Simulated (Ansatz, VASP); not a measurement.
## Two plane-wave programs on BiW2N4

File INCAR:

```
PREC     = Accurate       # precision mode
ENCUT    = 600            # plane-wave cutoff, eV
EDIFF    = 1E-6           # SCF threshold, eV
ISMEAR   = 0              # smearing method
SIGMA    = 0.1            # smearing width, eV
LREAL    = False          # projectors in reciprocal space
LASPH    = True           # aspherical terms in the spheres
NELM     = 80             # most SCF steps
ALGO     = Normal         # electronic algorithm
ISIF     = 3              # what is computed and relaxed
LWAVE    = False          # write WAVECAR
LCHARG   = False          # write CHGCAR
GGA      = PE             # functional
IBRION   = 2              # ionic algorithm
NSW      = 90             # ionic steps
EDIFFG   = -0.04          # ionic threshold
```

KPOINTS

```
regular mesh
0
Gamma
  4 4 4
```

Contents of POSCAR:

```
BiW2N4
1.0
   -3.0103843887      3.0103843887      2.4596168039
    3.0103843887     -3.0103843887      2.4596168039
    3.0103843887      3.0103843887     -2.4596168039
Bi W N
1 2 4
Direct
    0.0000000000      0.0000000000      0.0000000000
    0.7500000000      0.2500000000      0.5000000000
    0.2500000000      0.7500000000      0.5000000000
    0.3030000000      0.3030000000      0.6060000000
    0.3030000000      0.6970000000      0.0000000000
    0.6970000000      0.6970000000      0.3940000000
    0.6970000000      0.3030000000      0.0000000000
```

Input for Ansatz:

```yaml
crystal:
  lattice:
    - [-3.0103843887, 3.0103843887, 2.4596168039]
    - [3.0103843887, -3.0103843887, 2.4596168039]
    - [3.0103843887, 3.0103843887, -2.4596168039]
  atoms:
    - { symbol: Bi, position: [0.0, 0.0, 0.0] }
    - { symbol: W, position: [0.75, 0.25, 0.5] }
    - { symbol: W, position: [0.25, 0.75, 0.5] }
    - { symbol: "N", position: [0.303, 0.303, 0.606] }
    - { symbol: "N", position: [0.303, 0.697, 0.0] }
    - { symbol: "N", position: [0.697, 0.697, 0.394] }
    - { symbol: "N", position: [0.697, 0.303, 0.0] }
basis:
  ecutwfc: 420
kpoints:
  mp_grid: { grid: [4, 4, 4] }
hamiltonian:
  xc: pbe
scf:
  occupations: { method: gaussian, width: 0.1 }
  lower_state_search: "off"
output:
  forces: true
  stress: true
  eigenvalues: true
relax:
  adjacent_minimum: "off"
  f_tol: 0.04
  max_steps: 70
  cell: { stress_tol: 0.4 }
```

Alike in both runs: task relaxation of cell and atoms; functional PBE; k mesh 4 × 4 × 4; occupations gaussian, width 0.1 eV; no spin polarisation.

|  | VASP | Ansatz |
| --- | --- | --- |
| version | VASP 6.6.1 | Ansatz 0.2.0 |
| potentials or method | VASP PAW PBE potentials, release 64 (Bi_d, W_sv, N), cutoff 600 eV | scalar-relativistic, plane waves, PAW |
| valence electrons in the cell | 63 | 63 |

Ansatz gave:

| Property | Result |
| --- | --- |
| gap on the k mesh at the Fermi level, each at its own relaxed structure (eV) | none |
| relaxed volume (Å³/atom) | 11.78 |
| relaxed cell length with the largest relative difference (Å) | 4.750 |

What did VASP give for the same quantities?

gap on the k mesh at the Fermi level, each at its own relaxed structure (eV): none; relaxed volume (Å³/atom): 11.81; relaxed cell length with the largest relative difference (Å): 4.754.

A gap of «none» marks a metal or a gap that the smearing closes.

The k mesh is coarse, so the values compare programs but aren't converged. Neither program's run includes spin-orbit coupling.
